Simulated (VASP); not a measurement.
A run of VASP 6.6.1:

Contents of INCAR:

```
SYSTEM = Si16O31
  ALGO = Normal
  EDIFF = 1E-6
  ENCUT = 520
  GGA = PE
  GGA_COMPAT = .FALSE.
  ISIF = 2
  ISMEAR = 0
  KPAR = 2
  LASPH = .TRUE.
  LCHARG = .FALSE.
  LREAL = Auto
  LWAVE = .FALSE.
  NBANDS = 154
  NCORE = 2
  NELECT = 252.0
  NELM = 120
  PREC = Accurate
  SIGMA = 0.05
```

KPOINTS

```
k-points
0
G
  2 2 2
  0 0 0
```

Contents of POSCAR:

```
Si16O31
1.0
  -10.0670000000      0.0000000000      0.0000000000
    0.0000000000     -8.7549000000      0.0000000000
    0.0000000000      0.0000000000      8.2118000000
Si O
16 31
Direct
    0.4409450680      0.3199295252      0.5587050342
    0.5561823781      0.6693232361      0.0757876470
    0.5646117016      0.3278874687      0.9251355367
    0.4400692361      0.6614330261      0.4434731728
    0.1956135890      0.8259426150      0.5665307241
    0.3029340419      0.1836670893      0.0523948464
    0.2953320751      0.8309883608      0.9372539516
    0.1937382537      0.1600204457      0.4214674006
    0.9518645078      0.3167157820      0.5460365571
    0.0510578127      0.6285050657      0.1013016635
    0.0567744114      0.3815166364      0.8981750652
    0.9480721168      0.6768988795      0.4564111401
    0.6855589550      0.8325886075      0.5892399961
    0.8230944671      0.1740408229      0.0510599381
    0.8099773517      0.8270523935      0.9579138557
    0.6909203338      0.1650877794      0.4172274045
    0.5090238403      0.6425648494      0.2649102511
    0.5112178405      0.3178734195      0.7371350983
    0.4026472633      0.4945113022      0.5144030541
    0.5860246349      0.5048928029     -0.0136560803
    0.5460781762      0.2532504083      0.4230285686
    0.4456015695      0.7636283681      0.9736369614
    0.4584139267      0.2442728072      0.0444056114
    0.5424678653      0.7428448069      0.5726616576
    0.2690956591      0.1678651955      0.2470650771
    0.2759557962      0.8262185747      0.7382713900
    0.1592553889     -0.0092173526      0.4887144110
    0.3010025827      0.0117180093     -0.0203544899
    0.2996346479      0.7529524038      0.4312840059
    0.2091361875      0.2964078402      0.9509830975
    0.3006619648      0.2276237307      0.5562899730
   -0.0040163902      0.7350856092      0.2797857960
    0.0103919738      0.2662712310      0.7202604788
    0.9359599682      0.4957891010      0.4962371222
    0.1876770637      0.7390085552      0.0406114372
    0.0512046290      0.2459002387      0.4042908985
    0.9321205920      0.7112254852      0.9673742663
    0.9524015099      0.2792155250      0.0374027619
    0.0544515745      0.7400934334      0.5947422002
    0.7474317076      0.1608742533      0.2316153584
    0.7318155359      0.8418433106      0.7788789303
    0.6618217940     -0.0013651784      0.5013960398
    0.8616980232     -0.0015387954      0.0032030736
    0.7968787126      0.7420932278      0.4865995275
    0.7054985597      0.2376075112      0.9279222582
    0.6913320751      0.7710124616      0.0844146229
    0.7977352737      0.2541116403      0.5289530919
```

Potentials or basis: VASP PAW PBE potentials, release 64 (Si, O).

Run with:

```bash
$ cat potpaw_PBE.64/Si/POTCAR potpaw_PBE.64/O/POTCAR > POTCAR
$ mpirun -np 4 vasp_std > vasp.out
```

Hardware: 4 MPI ranks on Intel(R) Xeon(R) Platinum 8488C (Sapphire Rapids), with other jobs on the host.

How long does it take, and how much memory?

It took 16 min on 4 MPI ranks on Intel(R) Xeon(R) Platinum 8488C (Sapphire Rapids), with other jobs on the host, peak memory 0.6 GiB a rank. Counts: scf iterations 19, k points 8.
